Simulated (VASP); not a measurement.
# Hf (P6/mmm) in VASP: notebook, part 2 of 3

VASP 6.6.1.

## (3) Relaxation of cell and atoms, PBEsol, target pressure 10 GPa, at which the enthalpy is minimised

File INCAR:

```
SYSTEM = Hf
ALGO = Normal
EDIFF = 1E-6
EDIFFG = -0.05
ENCUT = 600
GGA = PS
IBRION = 2
ISIF = 3
ISMEAR = 1
LASPH = .True.
LCHARG = .False.
LREAL = .False.
LWAVE = .False.
NELM = 100
NSW = 80
PREC = Accurate
PSTRESS = 100.0
SIGMA = 0.1
```

File KPOINTS:

```
k-points
0
Gamma
  8 8 11
  0 0 0
```

File POSCAR:

```
Hf
1.0
    4.9623300000      0.0000000000      0.0000000000
   -2.4811650000      4.2975030000      0.0000000000
    0.0000000000      0.0000000000      3.0862320000
Hf
3
Direct
    0.6666666667      0.3333333333      0.5000000000
    0.3333333333      0.6666666667      0.5000000000
    0.0000000000      0.0000000000      0.0000000000
```

Potentials or basis: VASP PAW PBE potentials, release 64 (Hf_pv).

Started as:

```
$ cat potpaw_PBE.64/Hf_pv/POTCAR > POTCAR
$ mpirun -np 1 vasp_std > vasp.out
```

OUTCAR:

```text
SYSTEM = Hf
   EDIFF = 1E-6
   EDIFFG = -0.05
   ENCUT = 600
   GGA = PS
   IBRION = 2
   ISIF = 3
   ISMEAR = 1
   LASPH = .True.
   LREAL = .False.
   NELM = 100
   NSW = 80
   PREC = Accurate
   PSTRESS = 100.0

 ion  position               nearest neighbor table
   1  0.667  0.333  0.500-   2 2.87   2 2.87   2 2.87   3 3.25   3 3.25   3 3.25   3 3.25   3 3.25
                             3 3.25
   2  0.333  0.667  0.500-   1 2.87   1 2.87   1 2.87   3 3.25   3 3.25   3 3.25   3 3.25   3 3.25
                             3 3.25
   3  0.000  0.000  0.000-   2 3.25   2 3.25   1 3.25   1 3.25   1 3.25   2 3.25   1 3.25   2 3.25
                             1 3.25   1 3.25   2 3.25   2 3.25

  LATTYP: Found a hexagonal cell.
 ALAT       =     4.9623300000
 C/A-ratio  =     0.6219320360

  Lattice vectors:

 A1 = (   4.9623300000,   0.0000000000,   0.0000000000)
 A2 = (  -2.4811650000,   4.2975030000,   0.0000000000)
 A3 = (   0.0000000000,   0.0000000000,   3.0862320000)

Analysis of symmetry for initial positions (statically):
=====================================================================
 Subroutine PRICEL returns:
 Original cell was already a primitive cell.

 Routine SETGRP: Setting up the symmetry group for a
 hexagonal supercell.

 Subroutine GETGRP returns: Found 24 space group operations
 (whereof 24 operations were pure point group operations)
 out of a pool of 24 trial point group operations.

The static configuration has the point symmetry D_6h.

Analysis of symmetry for dynamics (positions and initial velocities):
=====================================================================
 Subroutine PRICEL returns:
 Original cell was already a primitive cell.

 Routine SETGRP: Setting up the symmetry group for a
 hexagonal supercell.

 Subroutine GETGRP returns: Found 24 space group operations
 (whereof 24 operations were pure point group operations)
 out of a pool of 24 trial point group operations.

The dynamic configuration has the point symmetry D_6h.

 Subroutine INISYM returns: Found 24 space group operations
 (whereof 24 operations are pure point group operations),
 and found     1 'primitive' translations

----------------------------------------------------------------------------------------

                                     Primitive cell

  volume of cell :      65.8158

  direct lattice vectors                    reciprocal lattice vectors
     4.962330000  0.000000000  0.000000000     0.201518238  0.116346632  0.000000000
    -2.481165000  4.297503000  0.000000000     0.000000000  0.232693264  0.000000000
     0.000000000  0.000000000  3.086232000     0.000000000  0.000000000  0.324019711

  length of vectors
     4.962330000  4.962329271  3.086232000     0.232693230  0.232693264  0.324019711

  position of ions in fractional coordinates (direct lattice)
     0.666666667  0.333333333  0.500000000
     0.333333333  0.666666667  0.500000000
     0.000000000  0.000000000  0.000000000

  ion indices of the primitive-cell ions
   primitive index   ion index
                 1           1
                 2           2
                 3           3

[... 33 lines left out ...]
  0.125000  0.125000  0.000000      6.000000
[... 16 lines left out ...]
  0.250000 -0.000000  0.181818     12.000000
  0.375000 -0.000000  0.181818     12.000000
 [... further k-points ...]
   k-points           NKPTS =     60   k-points in BZ     NKDIM =     60   number of bands    NBANDS=     19
   number of dos      NEDOS =    301   number of ions     NIONS =      3
   total plane-waves  NPLWV =  44800
   dimension x,y,z NGX =    40 NGY =   40 NGZ =   28
   dimension x,y,z NGXF=    80 NGYF=   80 NGZF=   56
   ions per type =               3
   NGX,Y,Z   is equivalent  to a cutoff of  13.40, 13.40, 15.08 a.u.
   NGXF,Y,Z  is equivalent  to a cutoff of  26.80, 26.80, 30.17 a.u.
 SYSTEM =  Hf
   PREC   = accura    normal or accurate (medium, high low for compatibility)
   ISTART =      0    job   : 0-new  1-cont  2-samecut
   ICHARG =      2    charge: 1-file 2-atom 10-const
   ISPIN  =      1    spin polarized calculation?
   LNONCOLLINEAR =      F non collinear calculations
   LSORBIT =      F    spin-orbit coupling
   LASPH  =      T    aspherical Exc in radial PAW
   ENCUT  =  600.0 eV  44.10 Ry    6.64 a.u.   9.91  9.91  6.16*2*pi/ulx,y,z
   NELM   =    100;   NELMIN=  2; NELMDL= -5     # of ELM steps
   EDIFF  = 0.1E-05   stopping-criterion for ELM
   LREAL  =      F    real-space projection
   EDIFFG = -.5E-01   stopping-criterion for IOM
   NSW    =     80    number of steps for IOM
   IBRION =      2    ionic relax: 0-MD 1-quasi-New 2-CG
   NFREE  =      1    steps in history (QN), initial steepest desc. (CG)
   ISIF   =      3    stress and relaxation
   ISYM   =      2    0-nonsym 1-usesym 2-fastsym
   POTIM  = 0.5000    time-step for ionic-motion
   TEBEG  =    0.0;   TEEND  =   0.0 temperature during run
   PSTRESS=  100.0 pullay stress
   NELECT =      30.0000    total number of electrons
   NUPDOWN=      -1.0000    fix difference up-down
   EMIN   =  10.00;   EMAX   =-10.00  energy-range for DOS
   EFERMI =   0.00;   METHOD = LEGACY
   ISMEAR =     1;   SIGMA  =   0.10  broadening in eV -4-tet -1-fermi 0-gaus
   EFERMI_NEDOS =   21; number of points for ismear=-14 and -15
   IALGO  =     38    algorithm
   IMIX   =      4    mixing-type and parameters
     AMIX     =   0.40;   BMIX     =  1.00
     AMIX_MAG =   1.60;   BMIX_MAG =  1.00
  volume/ion in A,a.u.               =      21.94       148.05
  Fermi-wavevector in a.u.,A,eV,Ry     =   1.259907  2.380879 21.597417  1.587365
  Thomas-Fermi vector in A             =   2.393443
   LORBIT       =      0    0 simple, 1 ext, 2 COOP (PROOUT), +10 PAW based schemes
   GGA     = PS    functional components
   LHFCALC =     F    Hartree Fock is set to
   AEXX    =    0.0000 exact exchange contribution
   IVDW    =     0    specifies the selected vdW correction
   LEPSILON=     F    determine dielectric tensor
   LRPA    =     F    only Hartree local field effects (RPA)
 conjugate gradient relaxation of ions
 non-spin polarized calculation
 Methfessel and Paxton  Order N= 1 SIGMA  =   0.10
  energy-cutoff  :      600.00
  volume of cell :       65.82
 maximum number of plane-waves:      2220
 NGX is ok and might be reduce to    40
   NGX = 19   NGY = 19   NGZ = 13

--------------------------------------- Ionic step        1  -------------------------------------------

 number of electron      30.0000002 magnetization

 Free energy of the ion-electron system (eV)
  ---------------------------------------------------
  ext. energy  EPLUGINS =         0.00000000
  ---------------------------------------------------
  free energy    TOTEN  =       -31.38988651 eV

  energy without entropy =      -31.39073201  energy(sigma->0) =      -31.39016834

------------------------ aborting loop because EDIFF is reached ----------------------------------------

  FORCE on cell =-STRESS in cart. coord.  units (eV):
  Direction    XX          YY          ZZ          XY          YZ          ZX
  --------------------------------------------------------------------------------------
  -------------------------------------------------------------------------------------
  Total       -1.3607412     -1.3607407     -1.2245067      0.0000000     -0.0000000      0.0000000
  in kB      -33.1249880    -33.1249750    -29.8085842      0.0000000     -0.0000000      0.0000000
  external PRESSURE =    -132.0195157 kB  Pullay stress =     100.0000000 kB
[... 104 lines left out ...]
--------------------------------------- Ionic step        4  -------------------------------------------

 number of electron      30.0000000 magnetization

 Free energy of the ion-electron system (eV)
  ---------------------------------------------------
  ext. energy  EPLUGINS =         0.00000000
  ---------------------------------------------------
  free energy    TOTEN  =       -31.27516768 eV

  energy without entropy =      -31.27383574  energy(sigma->0) =      -31.27472370

 E-fermi :   5.4540     XC(G=0): -11.9636

 val. band max:        5.4360901269   @ k =   0.3750   0.1250   0.0909
 cond. band min:       5.4619706239   @ k =   0.3750   0.1250   0.2727
 fundamental gap:      0.0258804970
 Fermi energy:         5.4540274278

 k-point     1 :       0.0000    0.0000    0.0000
  band No.  band energies     occupation
      1     -25.0887      2.00000
      2     -25.0887      2.00000
      3     -25.0286      2.00000
      4     -25.0286      2.00000
      5     -24.4865      2.00000
      6     -24.1786      2.00000
[... 505 lines left out ...]
      6     -24.3846      2.00000
[... 11 lines left out ...]
     18       6.6383     -0.00000
     19       7.1921     -0.00000

 [... further k-points ...]

------------------------ aborting loop because EDIFF is reached ----------------------------------------

  FORCE on cell =-STRESS in cart. coord.  units (eV):
  Direction    XX          YY          ZZ          XY          YZ          ZX
  --------------------------------------------------------------------------------------
  -------------------------------------------------------------------------------------
  Total        3.6113708      3.6113694      3.7925258      0.0000000     -0.0000000      0.0000000
  in kB       97.4596195     97.4595820    102.3484283      0.0000000     -0.0000000      0.0000000
  external PRESSURE =      -0.9107901 kB  Pullay stress =     100.0000000 kB
[... 22 lines left out ...]
  energy  without entropy=      -31.2738357426  energy(sigma->0) =      -31.27472370

  enthalpy is  TOTEN    =       -27.5696629737 eV   P V=        3.7055047096

 reached required accuracy - stopping structural energy minimisation
```

OSZICAR:

```text
N       E                     dE             d eps       ncg     rms          rms(c)
DAV:   1     0.102153581695E+03    0.10215E+03   -0.18434E+04  2304   0.168E+03
[... 35 lines left out ...]
       N       E                     dE             d eps       ncg     rms          rms(c)
DAV:   1    -0.312767356355E+02    0.11449E-01   -0.41321E-02  2286   0.164E+00    0.690E-01
DAV:   2    -0.312756019061E+02    0.11337E-02   -0.29938E-03  2326   0.404E-01    0.159E-01
DAV:   3    -0.312752488458E+02    0.35306E-03   -0.53008E-04  2328   0.168E-01    0.565E-02
DAV:   4    -0.312751683151E+02    0.80531E-04   -0.18477E-04  2397   0.992E-02    0.382E-02
DAV:   5    -0.312751668865E+02    0.14286E-05   -0.11528E-05  2797   0.214E-02    0.234E-02
DAV:   6    -0.312751676833E+02   -0.79680E-06   -0.23241E-06  1882   0.109E-02
   4 F= -.27569663E+02 E0= -.27569219E+02  d E =-.287676E+00
```

CONTCAR:

```text
Hf
   1.00000000000000
     4.7932973512474346    0.0000000000000000    0.0000000000000000
    -2.3966486756237173    4.1511164750637874    0.0000000000000000
     0.0000000000000000   -0.0000000000000000    2.9837240952458979
  Hf
     3
Direct
     0.6666666667000030    0.3333333332999970    0.5000000000000000
     0.3333333332999970    0.6666666667000030    0.5000000000000000
     0.0000000000000000    1.0000000000000000    0.0000000000000000

  0.00000000E+00  0.00000000E+00  0.00000000E+00
  0.00000000E+00  0.00000000E+00  0.00000000E+00
  0.00000000E+00  0.00000000E+00  0.00000000E+00
```

Wall time 6.4 min (1 thread of Intel Xeon 8259CL, shared host); peak memory 0.26 GiB.

Results:

| Quantity | Value |
| --- | --- |
| Free energy | -31.2752 eV |
| Relaxed volume | 19.79 Å³/atom |
| Relaxed cell | a = 4.793 Å, b = 4.793 Å, c = 2.984 Å, α = 90.00°, β = 90.00°, γ = 120.00° |
| Space group after relaxing (to 0.1 Å) | P6/mmm (No. 191) |
| Energy change on relaxing (the run minimises the enthalpy) | +38.2 meV/atom |
| Ionic steps | 4 |
| Pressure after relaxing | 9.9 GPa |
| Band gap on the k mesh | zero (bands 15 and 16 overlap by 1.03 eV) |

Step by step:
| step | energy change (eV) | largest force (eV/Å) | pressure (GPa) | volume (Å³) |
| --- | --- | --- | --- | --- |
| 1 | 0.0000 | 0.0000 | -3.20 | 65.82 |
| 2 | 1.5522 | 0.0000 | 43.77 | 50.05 |
| 3 | 0.1017 | 0.0000 | 9.38 | 59.59 |
| 4 | 0.1147 | 0.0000 | 9.91 | 59.37 |

Final structure:
```yaml
crystal:
  lattice:
    - [4.79330, 0.00000, 0.00000]
    - [-2.39665, 4.15112, 0.00000]
    - [0.00000, 0.00000, 2.98372]
  atoms:
    - { symbol: Hf, position: [0.66667, 0.33333, 0.50000] }
    - { symbol: Hf, position: [0.33333, 0.66667, 0.50000] }
    - { symbol: Hf, position: [0.00000, 0.00000, 0.00000] }
```

Caveat: the cell is relaxed towards a set pressure, so the run minimises the enthalpy, not the energy; the PAW data sets were made with another functional, which shifts forces and pressure a little; spin-orbit coupling is left out, which moves the levels of the heavy elements.

(Part 2 of 3 ends here.)
